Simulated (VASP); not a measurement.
# Hf (I4/mmm) in VASP: notebook

The runs below take Hf through single point, with PBEsol.

Everything below comes from runs of VASP 6.6.1. Logs are shortened: lines on timing, memory, paths and dates and some standing lists are left out, and cuts for length are marked.

### Step 1. The cell of the first run

Symmetry: I4/mmm, No. 139, tetragonal system. Conventional cell: a = 3.502 Å, b = 3.502 Å, c = 3.664 Å, α = 90.00°, β = 90.00°, γ = 90.00°. Within 4.1 Å of Hf (site symmetry 4/mmm) lie 14 Hf at 3.08 to 3.66 Å.

### Step 2. Single point, PBEsol (strain -0.030 along x and y, +0.015 along z)

Contents of INCAR:

```
SYSTEM = Hf
PREC = Accurate ; ENCUT = 520
EDIFF = 1E-6 ; ISMEAR = 0
SIGMA = 0.15 ; LREAL = .FALSE.
LASPH = .TRUE. ; NELM = 100
ALGO = Normal ; ISIF = 2
LWAVE = .FALSE. ; LCHARG = .FALSE.
GGA = PS ; NBANDS = 11
```

Contents of KPOINTS:

```
regular mesh
0
G
  18 18 18
  0 0 0
```

Contents of POSCAR:

```
Hf
1.0
   -1.7508500000      1.7508500000      1.8320750000
    1.7508500000     -1.7508500000      1.8320750000
    1.7508500000      1.7508500000     -1.8320750000
Hf
1
Direct
    0.0000000000      0.0000000000      0.0000000000
```

Potentials or basis: VASP PAW PBE potentials, release 64 (Hf_pv).

The run is started by

```
cat potpaw_PBE.64/Hf_pv/POTCAR > POTCAR
mpirun -np 1 vasp_std > vasp.out
```

OUTCAR:

```text
SYSTEM = Hf
   PREC = Accurate
   ENCUT = 520
   EDIFF = 1E-6
   ISMEAR = 0
   LREAL = .FALSE.
   LASPH = .TRUE.
   NELM = 100
   ISIF = 2
   GGA = PS

 ion  position               nearest neighbor table
   1  0.000  0.000  0.000-

  LATTYP: Found a body centered tetragonal cell.
 ALAT       =     3.5017000000
 C/A-ratio  =     1.0463917526

  Lattice vectors:

 A1 = (  -1.7508500000,   1.7508500000,   1.8320750000)
 A2 = (   1.7508500000,  -1.7508500000,   1.8320750000)
 A3 = (   1.7508500000,   1.7508500000,  -1.8320750000)

Analysis of symmetry for initial positions (statically):
=====================================================================
 Subroutine PRICEL returns:
 Original cell was already a primitive cell.

 Routine SETGRP: Setting up the symmetry group for a
 body centered tetragonal supercell.

 Subroutine GETGRP returns: Found 16 space group operations
 (whereof 16 operations were pure point group operations)
 out of a pool of 16 trial point group operations.

The static configuration has the point symmetry D_4h.

Analysis of symmetry for dynamics (positions and initial velocities):
=====================================================================
 Subroutine PRICEL returns:
 Original cell was already a primitive cell.

 Routine SETGRP: Setting up the symmetry group for a
 body centered tetragonal supercell.

 Subroutine GETGRP returns: Found 16 space group operations
 (whereof 16 operations were pure point group operations)
 out of a pool of 16 trial point group operations.

The dynamic configuration has the point symmetry D_4h.

 Subroutine INISYM returns: Found 16 space group operations
 (whereof 16 operations are pure point group operations),
 and found     1 'primitive' translations

----------------------------------------------------------------------------------------

                                     Primitive cell

  volume of cell :      22.4647

  direct lattice vectors                    reciprocal lattice vectors
    -1.750850000  1.750850000  1.832075000     0.000000000  0.285575578  0.272914591
     1.750850000 -1.750850000  1.832075000     0.285575578  0.000000000  0.272914591
     1.750850000  1.750850000 -1.832075000     0.285575578  0.285575578  0.000000000

  length of vectors
     3.080170491  3.080170491  3.080170491     0.395013651  0.395013651  0.403864855

  position of ions in fractional coordinates (direct lattice)
     0.000000000  0.000000000  0.000000000

  ion indices of the primitive-cell ions
[... 80 lines left out ...]
   ISIF   =      2    stress and relaxation
   ISYM   =      2    0-nonsym 1-usesym 2-fastsym
   POTIM  = 0.5000    time-step for ionic-motion
   TEBEG  =    0.0;   TEEND  =   0.0 temperature during run
   PSTRESS=    0.0 pullay stress
   NELECT =      10.0000    total number of electrons
   NUPDOWN=      -1.0000    fix difference up-down
   EMIN   =  10.00;   EMAX   =-10.00  energy-range for DOS
   EFERMI =   0.00;   METHOD = LEGACY
   ISMEAR =     0;   SIGMA  =   0.15  broadening in eV -4-tet -1-fermi 0-gaus
   EFERMI_NEDOS =   21; number of points for ismear=-14 and -15
   IALGO  =     38    algorithm
   IMIX   =      4    mixing-type and parameters
     AMIX     =   0.40;   BMIX     =  1.00
     AMIX_MAG =   1.60;   BMIX_MAG =  1.00
  volume/ion in A,a.u.               =      22.46       151.60
  Fermi-wavevector in a.u.,A,eV,Ry     =   1.249994  2.362145 21.258886  1.562484
  Thomas-Fermi vector in A             =   2.384008
   LORBIT       =      0    0 simple, 1 ext, 2 COOP (PROOUT), +10 PAW based schemes
   GGA     = PS    functional components
   LHFCALC =     F    Hartree Fock is set to
   AEXX    =    0.0000 exact exchange contribution
   IVDW    =     0    specifies the selected vdW correction
   LEPSILON=     F    determine dielectric tensor
   LRPA    =     F    only Hartree local field effects (RPA)
 non-spin polarized calculation
 Gauss-broadening in eV      SIGMA  =   0.15
  energy-cutoff  :      520.00
  volume of cell :       22.46
 maximum number of plane-waves:       627
   NGX = 11   NGY = 11   NGZ = 11

 number of electron      10.0000001 magnetization

 Free energy of the ion-electron system (eV)
  ---------------------------------------------------
  ext. energy  EPLUGINS =         0.00000000
  ---------------------------------------------------
  free energy    TOTEN  =       -10.32581674 eV

  energy without entropy =      -10.30350062  energy(sigma->0) =      -10.31465868

 E-fermi :   4.3923     XC(G=0): -11.3720

 val. band max:        4.3912461264   @ k =  -0.1111  -0.3333   0.0556
 cond. band min:       4.3947478616   @ k =  -0.2778   0.3333   0.1111
 fundamental gap:      0.0035017352
 Fermi energy:         4.3922786866

 k-point     1 :       0.0000    0.0000    0.0000
  band No.  band energies     occupation
      1     -25.4112      2.00000
      2     -25.4102      2.00000
      3     -25.4102      2.00000
      4      -2.6413      2.00000
      5       5.7509      0.00000
      6       5.7509      0.00000
      7       6.2334      0.00000
      8       8.3241      0.00000
      9       8.9919      0.00000
     10      17.2450      0.00000
     11      17.9407      0.00000
[... 309 lines left out ...]
 k-point    24 :      -0.2222    0.0556    0.0000
  band No.  band energies     occupation
      1     -25.7061      2.00000
      2     -25.4929      2.00000
      3     -25.4217      2.00000
      4      -1.2775      2.00000
      5       5.1058      0.00000
      6       5.2402      0.00000
      7       7.3749      0.00000
      8       7.8495      0.00000
      9       8.8742      0.00000
     10      17.6106      0.00000
     11      18.3222      0.00000

 [... further k-points ...]

------------------------ aborting loop because EDIFF is reached ----------------------------------------

  FORCE on cell =-STRESS in cart. coord.  units (eV):
  Direction    XX          YY          ZZ          XY          YZ          ZX
  --------------------------------------------------------------------------------------
  -------------------------------------------------------------------------------------
  Total       -0.8504090     -0.8504090     -0.6069846      0.0000000     -0.0000000     -0.0000000
  in kB      -60.6509057    -60.6509057    -43.2899516      0.0000000     -0.0000000     -0.0000000
  external PRESSURE =     -54.8639210 kB  Pullay stress =       0.0000000 kB

 VOLUME and BASIS-vectors are now :
 -----------------------------------------------------------------------------
  energy-cutoff  :      520.00
  volume of cell :       22.46
      direct lattice vectors                 reciprocal lattice vectors
    -1.750850000  1.750850000  1.832075000     0.000000000  0.285575578  0.272914591
     1.750850000 -1.750850000  1.832075000     0.285575578  0.000000000  0.272914591
     1.750850000  1.750850000 -1.832075000     0.285575578  0.285575578  0.000000000

 POSITION                                       TOTAL-FORCE (eV/Angst)
 -----------------------------------------------------------------------------------
      0.00000      0.00000      0.00000         0.000000      0.000000     -0.000000
 -----------------------------------------------------------------------------------
    total drift:                               -0.000000     -0.000000      0.000000

  FREE ENERGIE OF THE ION-ELECTRON SYSTEM (eV)
  ---------------------------------------------------
  free  energy   TOTEN  =       -10.3258167405 eV

  energy  without entropy=      -10.3035006231  energy(sigma->0) =      -10.31465868
```

OSZICAR:

```text
N       E                     dE             d eps       ncg     rms          rms(c)
DAV:   1     0.123590667643E+02    0.12359E+02   -0.57319E+03 10600   0.842E+02
DAV:   2    -0.102326178083E+02   -0.22592E+02   -0.21865E+02 13081   0.155E+02
DAV:   3    -0.107058317558E+02   -0.47321E+00   -0.46724E+00 13320   0.152E+01
DAV:   4    -0.107077369034E+02   -0.19051E-02   -0.19047E-02 11798   0.117E+00
DAV:   5    -0.107077482316E+02   -0.11328E-04   -0.11328E-04 13395   0.786E-02    0.451E+01
DAV:   6    -0.104214004677E+02    0.28635E+00   -0.24113E-01 11838   0.351E+00    0.260E+01
DAV:   7    -0.103296668467E+02    0.91734E-01   -0.31824E-01 12210   0.390E+00    0.114E+00
DAV:   8    -0.103257961002E+02    0.38707E-02   -0.20816E-02 11760   0.102E+00    0.557E-02
DAV:   9    -0.103258142309E+02   -0.18131E-04   -0.27227E-04 13620   0.143E-01    0.460E-02
DAV:  10    -0.103258169348E+02   -0.27039E-05   -0.14228E-05 12576   0.287E-02    0.279E-02
DAV:  11    -0.103258167405E+02    0.19429E-06   -0.21426E-06 12348   0.110E-02
   1 F= -.10325817E+02 E0= -.10314659E+02  d E =-.223161E-01
```

It took 47 s on 1 thread of AMD EPYC 9R45 (Zen 5), shared host; peak memory 0.21 GiB.

Results:

```
Free energy            : -10.3258 eV
Pressure               : -5.5 GPa
Band gap on the k mesh : zero (band 5 reaches 5.85 eV, above the bottom of band 6 at 3.69 eV)
```

Stress tensor (GPa, compression positive):
```
-6.07  0.00  0.00
 0.00 -6.07  0.00
 0.00  0.00 -4.33
```

Levels at points of the mesh, in eV from the Fermi level:
```
           k point  band 2  band 3  band 4  band 5  band 6  band 7  band 8  band 9
(0.00, 0.00, 0.00)  -29.80  -29.80   -7.03    1.36    1.36    1.84    3.93    4.60
(0.50, 0.00, 0.00)  -30.06  -29.80   -3.39   -0.32    0.99    3.79    5.11    7.51
(0.50, 0.50, 0.00)  -30.09  -29.83   -3.33   -0.83    1.26    4.54    5.33    7.64
(0.50, 0.50, 0.50)  -30.35  -30.35   -2.62   -2.49    6.51    6.64    6.80    6.80
```

Caveat: the cell differs from its parent crystal (strain -0.030 along x and y, +0.015 along z); the PAW data sets were made with another functional, which shifts forces and pressure a little; spin-orbit coupling is left out, which moves the levels of the heavy elements.

(Part 1 of 2 ends here.)
